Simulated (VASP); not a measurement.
Write the native input for VASP 6.6.1 that does the following.

| Property | Result |
| --- | --- |
| Task | single point |
| Functional | r2SCAN |
| Potentials or basis | VASP PAW PBE potentials, release 64 (Al, N) |
| Cutoff | 520 eV |
| k mesh | 12 × 12 × 6 |
| Occupations | gaussian, width 0.05 eV |
| Spin | no spin polarisation |
| Dipole correction | no |
| Further INCAR settings | ALGO = Normal; EDIFF = 1e-06; NBANDS = 16 |

Crystal: AlN.

```
CELL_PARAMETERS angstrom
2.92348 0.00000 0.00000
-1.46174 2.53181 0.00000
0.00000 0.00000 5.62183
ATOMIC_POSITIONS crystal
Al 0.33333 0.66667 0.00169
Al 0.66667 0.33333 0.50169
N 0.33333 0.66667 0.38331
N 0.66667 0.33333 0.88331
```

This cell differs from its parent crystal: ratio of the length along z to the lengths across it x 1.2, volume and fractional coordinates fixed.

These files were run (other wordings do the same):

POSCAR

```
AlN
1.0
    2.9234840133      0.0000000000      0.0000000000
   -1.4617420067      2.5318114231      0.0000000000
    0.0000000000      0.0000000000      5.6218299798
Al N
2 2
Direct
    0.3333333333      0.6666666667      0.0016929024
    0.6666666667      0.3333333333      0.5016929024
    0.3333333333      0.6666666667      0.3833070976
    0.6666666667      0.3333333333      0.8833070976
```

INCAR.step1

```
PREC = Accurate
ENCUT = 520
ISMEAR = 0
SIGMA = 0.05
LREAL = F
LASPH = T
NELM = 80
NBANDS = 16
GGA = PE
ALGO = Normal
EDIFF = 1E-4
LWAVE = T
LCHARG = F
```

INCAR.step2

```
PREC = Accurate
ENCUT = 520
EDIFF = 1E-6
ISMEAR = 0
SIGMA = 0.05
LREAL = F
LASPH = T
NELM = 80
ALGO = Normal
ISIF = 2
LWAVE = F
LCHARG = F
METAGGA = R2SCAN
LMIXTAU = T
NBANDS = 16
ISTART = 1
```

KPOINTS

```
Automatic mesh
0
Gamma
  12 12 6
```

Potentials or basis: VASP PAW PBE potentials, release 64 (Al, N).

Command:

```sh
$ cat potpaw_PBE.64/Al/POTCAR potpaw_PBE.64/N/POTCAR > POTCAR
$ cp INCAR.step1 INCAR
$ mpirun -np 1 vasp_std > vasp.out
$ cp INCAR.step2 INCAR
$ mpirun -np 1 vasp_std > vasp.out
```

Results of the run:

* Pressure: 9.6 GPa
* Largest force: 0.829 eV/Å
* Band gap on the k mesh: 3.63 eV, direct

Caveat: the PAW data sets were made with another functional, which shifts forces and pressure a little.

Wall time 110 s on 1 thread of AMD EPYC 9R45 96-Core Processor (Zen 5) (shared host), peak memory 0.16 GiB.
